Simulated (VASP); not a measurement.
# Si (Fd-3m) in VASP: further runs

Runs on Si. Level: PBEsol. Tasks: single point, relaxation of cell and atoms.

Everything below comes from runs of VASP 6.6.1. Logs are shortened: lines on timing, memory, paths and dates and some standing lists are left out, and cuts for length are marked.

## 1. The cell of the first run

It takes space group Fd-3m (No. 227, cubic). Conventional cell: a = 5.434 Å, b = 5.434 Å, c = 5.434 Å, α = 90.00°, β = 90.00°, γ = 90.00°. Within 3.1 Å of Si (site symmetry -43m) lie 4 Si at 2.35 Å.

## 2. Single point, PBEsol

INCAR reads:

```
PREC = Accurate
ENCUT = 520
EDIFF = 1E-7
ISMEAR = -1
SIGMA = 0.02
LREAL = False
LASPH = True
NELM = 60
ALGO = Normal
ISIF = 2
LWAVE = False
LCHARG = True
GGA = PS
LELF = True
LVHAR = True
NBANDS = 16
```

KPOINTS reads:

```
regular mesh
0
Gamma
  7 5 7
```

POSCAR reads:

```
Si
1.0
   -2.7169994271      2.7169994271      0.0000000000
    0.0000000000      0.0000000000      5.4339988542
    2.7169994271      2.7169994271      0.0000000000
Si
4
Direct
    0.5000000000      0.3750000000      0.2500000000
    0.0000000000      0.8750000000      0.7500000000
    0.0000000000      0.1250000000      0.2500000000
    0.5000000000      0.6250000000      0.7500000000
```

Potentials or basis: VASP PAW PBE potentials, release 64 (Si).

Launch:

```
cat potpaw_PBE.64/Si/POTCAR > POTCAR
mpirun -np 1 vasp_std > vasp.out
```

OUTCAR:

```text
PREC = Accurate
   ENCUT = 520
   EDIFF = 1E-7
   ISMEAR = -1
   LREAL = False
   LASPH = True
   NELM = 60
   ISIF = 2
   GGA = PS

 ion  position               nearest neighbor table
   1  0.500  0.375  0.250-   3 2.35   4 2.35   4 2.35   3 2.35
   2  0.000  0.875  0.750-   3 2.35   4 2.35   3 2.35   4 2.35
   3  0.000  0.125  0.250-   1 2.35   2 2.35   2 2.35   1 2.35
   4  0.500  0.625  0.750-   1 2.35   2 2.35   1 2.35   2 2.35

  LATTYP: Found a simple tetragonal cell.
 ALAT       =     3.8424174388
 C/A-ratio  =     1.4142135624

  Lattice vectors:

 A1 = (   2.7169994271,  -2.7169994271,   0.0000000000)
 A2 = (   2.7169994271,   2.7169994271,   0.0000000000)
 A3 = (   0.0000000000,   0.0000000000,   5.4339988542)

Analysis of symmetry for initial positions (statically):
=====================================================================
 Subroutine PRICEL returns following result:

  LATTYP: Found a face centered cubic cell.
 ALAT       =     5.4339988542

  Lattice vectors:

 A1 = (   2.7169994271,   0.0000000000,   2.7169994271)
 A2 = (   2.7169994271,   2.7169994271,   0.0000000000)
 A3 = (   0.0000000000,   2.7169994271,   2.7169994271)

   2 primitive cells build up your supercell.

 Routine SETGRP: Setting up the symmetry group for a
 simple tetragonal supercell.

 Subroutine GETGRP returns: Found 16 space group operations
 (whereof  4 operations were pure point group operations)
 out of a pool of 16 trial point group operations.

The static configuration has the point symmetry C_2h.
 The point group associated with its full space group is D_4h.

Analysis of symmetry for dynamics (positions and initial velocities):
=====================================================================
 Subroutine PRICEL returns following result:

  LATTYP: Found a face centered cubic cell.
 ALAT       =     5.4339988542

  Lattice vectors:

 A1 = (   2.7169994271,   0.0000000000,   2.7169994271)
 A2 = (   2.7169994271,   2.7169994271,   0.0000000000)
 A3 = (   0.0000000000,   2.7169994271,   2.7169994271)

   2 primitive cells build up your supercell.

 Routine SETGRP: Setting up the symmetry group for a
 simple tetragonal supercell.

 Subroutine GETGRP returns: Found 16 space group operations
 (whereof  4 operations were pure point group operations)
 out of a pool of 16 trial point group operations.

The dynamic configuration has the point symmetry C_2h.
 The point group associated with its full space group is D_4h.

 Subroutine INISYM returns: Found 16 space group operations
 (whereof  4 operations are pure point group operations),
 and found     2 'primitive' translations

----------------------------------------------------------------------------------------

                                     Primitive cell

  volume of cell :      40.1142

  direct lattice vectors                    reciprocal lattice vectors
     2.716999427  0.000000000  2.716999427     0.184026539 -0.184026539  0.184026539
     2.716999427  2.716999427  0.000000000     0.184026539  0.184026539 -0.184026539
     0.000000000  2.716999427  2.716999427    -0.184026539  0.184026539  0.184026539

  length of vectors
     3.842417439  3.842417439  3.842417439     0.318743315  0.318743315  0.318743315

  position of ions in fractional coordinates (direct lattice)
     0.875000000  0.875000000  0.875000000
     0.125000000  0.125000000  0.125000000

  ion indices of the primitive-cell ions
   primitive index   ion index
                 1           1
                 2           3

----------------------------------------------------------------------------------------

 KPOINTS: regular mesh

Automatic generation of k-mesh.
 Grid dimensions read from file:
 generate k-points for:    7    5    7

 Generating k-lattice:

  Cartesian coordinates                     Fractional coordinates (reciprocal lattice)
    -0.026289506  0.026289506  0.000000000     0.142857143  0.000000000  0.000000000
     0.000000000  0.000000000  0.036805308     0.000000000  0.200000000  0.000000000
     0.026289506  0.026289506  0.000000000     0.000000000  0.000000000  0.142857143

  Length of vectors
     0.037178975  0.036805308  0.037178975

  Shift w.r.t. Gamma in fractional coordinates (k-lattice)
     0.000000000  0.000000000  0.000000000

 Subroutine IBZKPT returns following result:
 ===========================================

 Found     30 irreducible k-points:

 Following reciprocal coordinates:
            Coordinates               Weight
  0.000000  0.000000  0.000000      1.000000
  0.142857  0.000000  0.000000      4.000000
  0.285714  0.000000  0.000000      4.000000
  0.428571  0.000000  0.000000      4.000000
  0.000000  0.200000  0.000000      2.000000
  0.142857  0.200000  0.000000      8.000000
[... 16 lines left out ...]
  0.428571  0.000000  0.285714      8.000000
  0.285714  0.200000  0.285714      8.000000
 [... further k-points ...]
   k-points           NKPTS =     30   k-points in BZ     NKDIM =     30   number of bands    NBANDS=     16
   number of dos      NEDOS =    301   number of ions     NIONS =      4
   total plane-waves  NPLWV =  36000
   dimension x,y,z NGX =    30 NGY =   40 NGZ =   30
   dimension x,y,z NGXF=    60 NGYF=   80 NGZF=   60
   ions per type =               4
   NGX,Y,Z   is equivalent  to a cutoff of  12.98, 12.24, 12.98 a.u.
   NGXF,Y,Z  is equivalent  to a cutoff of  25.96, 24.47, 25.96 a.u.
 SYSTEM =  unknown system
   PREC   = accura    normal or accurate (medium, high low for compatibility)
   ISTART =      0    job   : 0-new  1-cont  2-samecut
   ICHARG =      2    charge: 1-file 2-atom 10-const
   ISPIN  =      1    spin polarized calculation?
   LNONCOLLINEAR =      F non collinear calculations
   LSORBIT =      F    spin-orbit coupling
   LASPH  =      T    aspherical Exc in radial PAW
   ENCUT  =  520.0 eV  38.22 Ry    6.18 a.u.   7.14 10.10  7.14*2*pi/ulx,y,z
   NELM   =     60;   NELMIN=  2; NELMDL= -5     # of ELM steps
   EDIFF  = 0.1E-06   stopping-criterion for ELM
   LREAL  =      F    real-space projection
   EDIFFG = 0.1E-05   stopping-criterion for IOM
   NSW    =      0    number of steps for IOM
   IBRION =     -1    ionic relax: 0-MD 1-quasi-New 2-CG
   NFREE  =      0    steps in history (QN), initial steepest desc. (CG)
   ISIF   =      2    stress and relaxation
   ISYM   =      2    0-nonsym 1-usesym 2-fastsym
   POTIM  = 0.5000    time-step for ionic-motion
   TEBEG  =    0.0;   TEEND  =   0.0 temperature during run
   PSTRESS=    0.0 pullay stress
   NELECT =      16.0000    total number of electrons
   NUPDOWN=      -1.0000    fix difference up-down
   EMIN   =  10.00;   EMAX   =-10.00  energy-range for DOS
   EFERMI =   0.00;   METHOD = LEGACY
   ISMEAR =    -1;   SIGMA  =   0.02  broadening in eV -4-tet -1-fermi 0-gaus
   EFERMI_NEDOS =   21; number of points for ismear=-14 and -15
   IALGO  =     38    algorithm
   IMIX   =      4    mixing-type and parameters
     AMIX     =   0.40;   BMIX     =  1.00
     AMIX_MAG =   1.60;   BMIX_MAG =  1.00
  volume/ion in A,a.u.               =      20.06       135.35
  Fermi-wavevector in a.u.,A,eV,Ry     =   0.956471  1.807469 12.447118  0.914837
  Thomas-Fermi vector in A             =   2.085402
   LORBIT       =      0    0 simple, 1 ext, 2 COOP (PROOUT), +10 PAW based schemes
   GGA     = PS    functional components
   LHFCALC =     F    Hartree Fock is set to
   AEXX    =    0.0000 exact exchange contribution
   IVDW    =     0    specifies the selected vdW correction
   LEPSILON=     F    determine dielectric tensor
   LRPA    =     F    only Hartree local field effects (RPA)
 non-spin polarized calculation
  energy-cutoff  :      520.00
  volume of cell :       80.23
 maximum number of plane-waves:      2173
 NGX is ok and might be reduce to    30

 number of electron      15.9999999 magnetization

 Free energy of the ion-electron system (eV)
  ---------------------------------------------------
  ext. energy  EPLUGINS =         0.00000000
  ---------------------------------------------------
  free energy    TOTEN  =       -22.97973843 eV

  energy without entropy =      -22.97973826  energy(sigma->0) =      -22.97973834

 E-fermi :   5.9970     XC(G=0):  -9.5461

 val. band max:        5.7729429491   @ k =   0.0000   0.0000   0.0000
 cond. band min:       6.2318651662   @ k =   0.4286   0.0000   0.4286
 fundamental gap:      0.4589222172
 Fermi energy:         5.9969964898

 k-point     1 :       0.0000    0.0000    0.0000
  band No.  band energies     occupation
      1      -6.2053      2.00000
      2      -2.0509      2.00000
      3      -2.0509      2.00000
      4       2.9031      2.00000
      5       2.9031      2.00000
      6       5.7726      1.99997
[... 8 lines left out ...]
     15      13.4595      0.00000
     16      13.4623      0.00000

 k-point     2 :       0.1429    0.0000    0.0000
  band No.  band energies     occupation
      1      -6.0269      2.00000
      2      -2.1435      2.00000
      3      -1.8581      2.00000
      4       2.0630      2.00000
      5       3.0461      2.00000
      6       4.4869      2.00000
[... 8 lines left out ...]
     15      12.7034      0.00000
     16      13.2944      0.00000

 k-point     3 :       0.2857    0.0000    0.0000
  band No.  band energies     occupation
      1      -5.5009      2.00000
      2      -2.6371      2.00000
      3      -1.2820      2.00000
      4       1.3249      2.00000
      5       2.6247      2.00000
      6       3.4589      2.00000
[... 8 lines left out ...]
     15      11.9033      0.00000
     16      12.7543      0.00000
[... 362 lines left out ...]
 k-point    23 :       0.4286    0.0000    0.2857
  band No.  band energies     occupation
      1      -3.9523      2.00000
      2      -2.8931      2.00000
      3      -0.9780      2.00000
      4       0.2446      2.00000
      5       2.1306      2.00000
      6       2.5464      2.00000
[... 8 lines left out ...]
     15      13.4061      0.00000
     16      14.3852      0.00000

 k-point    24 :       0.2857    0.2000    0.2857
  band No.  band energies     occupation
      1      -4.6408      2.00000
      2      -2.6852      2.00000
      3      -1.1778      2.00000
      4       1.2018      2.00000
      5       1.3975      2.00000
      6       2.9775      2.00000
[... 8 lines left out ...]
     15      11.6208      0.00000
     16      11.9934      0.00000

 [... further k-points ...]

------------------------ aborting loop because EDIFF is reached ----------------------------------------

  FORCE on cell =-STRESS in cart. coord.  units (eV):
  Direction    XX          YY          ZZ          XY          YZ          ZX
  --------------------------------------------------------------------------------------
  -------------------------------------------------------------------------------------
  Total        0.0689939      0.0689939      0.0055250     -0.0000000     -0.0000000      0.0000000
  in kB        1.3778203      1.3778203      0.1103345     -0.0000000     -0.0000000      0.0000000
  external PRESSURE =       0.9553251 kB  Pullay stress =       0.0000000 kB

 VOLUME and BASIS-vectors are now :
 -----------------------------------------------------------------------------
  energy-cutoff  :      520.00
  volume of cell :       80.23
      direct lattice vectors                 reciprocal lattice vectors
    -2.716999427  2.716999427  0.000000000    -0.184026539  0.184026539  0.000000000
     0.000000000  0.000000000  5.433998854     0.000000000  0.000000000  0.184026539
     2.716999427  2.716999427  0.000000000     0.184026539  0.184026539  0.000000000

 POSITION                                       TOTAL-FORCE (eV/Angst)
 -----------------------------------------------------------------------------------
     -0.67925      2.03775      2.03775        -0.000000      0.000000      0.000000
      2.03775      2.03775      4.75475        -0.000000      0.000000     -0.000000
      0.67925      0.67925      0.67925         0.000000     -0.000000     -0.000000
      0.67925      3.39625      3.39625         0.000000     -0.000000     -0.000000
 -----------------------------------------------------------------------------------
    total drift:                                0.000000      0.000000     -0.000000

  FREE ENERGIE OF THE ION-ELECTRON SYSTEM (eV)
  ---------------------------------------------------
  free  energy   TOTEN  =       -22.9797384290 eV

  energy  without entropy=      -22.9797382585  energy(sigma->0) =      -22.97973834
```

Wall time 55 s (1 thread of AMD EPYC, shared host); peak memory 0.15 GiB.

What came out:

```yaml
Free_energy: -22.9797 eV
Pressure: 0.1 GPa
Band_gap_on_the_k_mesh: 0.46 eV
```

Levels at points of the mesh, in eV from the valence-band top:
```tsv
k point	band 6	band 7	band 8	band 9	band 10	band 11
(0.00, 0.00, 0.00)	0.00	0.00	0.00	0.59	0.59	2.52
```

Caveat: the PAW data sets were made with another functional, which shifts forces and pressure a little.

## 3. Relaxation of cell and atoms, PBEsol

This run uses another cell than the first one: it holds 2 atoms, not 4.

INCAR reads:

```
  PREC = Accurate
  ENCUT = 600
  EDIFF = 1E-7
  ISMEAR = -1
  SIGMA = 0.02
  LREAL = F
  LASPH = T
  NELM = 60
  ALGO = Normal
  ISIF = 3
  LWAVE = F
  LCHARG = F
  GGA = PS
  IBRION = 2
  NSW = 60
  EDIFFG = -0.005
```

KPOINTS reads:

```
Automatic mesh
0
Gamma
  11 11 11
```

POSCAR reads:

```
Si
1.0
    0.0000000000      2.7175356139      2.7175356139
    2.7175356139      0.0000000000      2.7175356139
    2.7175356139      2.7175356139      0.0000000000
Si
2
Direct
   -0.1250000000     -0.1250000000     -0.1250000000
    0.1250000000      0.1250000000      0.1250000000
```

Potentials or basis: VASP PAW PBE potentials, release 64 (Si).

Launch:

```
cat potpaw_PBE.64/Si/POTCAR > POTCAR
mpirun -np 1 vasp_std > vasp.out
```

Wall time 37 s (1 thread of AMD EPYC, shared host); peak memory 0.14 GiB.

The run converged. Its results:

- Free energy: -11.4930 eV
- Pressure after relaxing: 0.0 GPa
- Band gap on the k mesh: 0.48 eV, indirect (least direct gap 2.52 eV)

Final structure:
```
Si
1.0
     0.00000    2.71754    2.71754
     2.71754    0.00000    2.71754
     2.71754    2.71754    0.00000
Si
2
Direct
  0.87500 0.87500 0.87500
  0.12500 0.12500 0.12500
```

Levels at points of the mesh, in eV from the valence-band top:
```csv
k point,band 1,band 2,band 3,band 4,band 5,band 6,band 7,band 8
"(0.00, 0.00, 0.00)",-11.97,0.00,0.00,0.00,2.52,2.52,2.52,3.30
```

Caveat: the relaxation stopped at its first step, so nothing moved; the PAW data sets were made with another functional, which shifts forces and pressure a little. A hybrid or GW would open this gap; PBEsol tends to underestimate it.
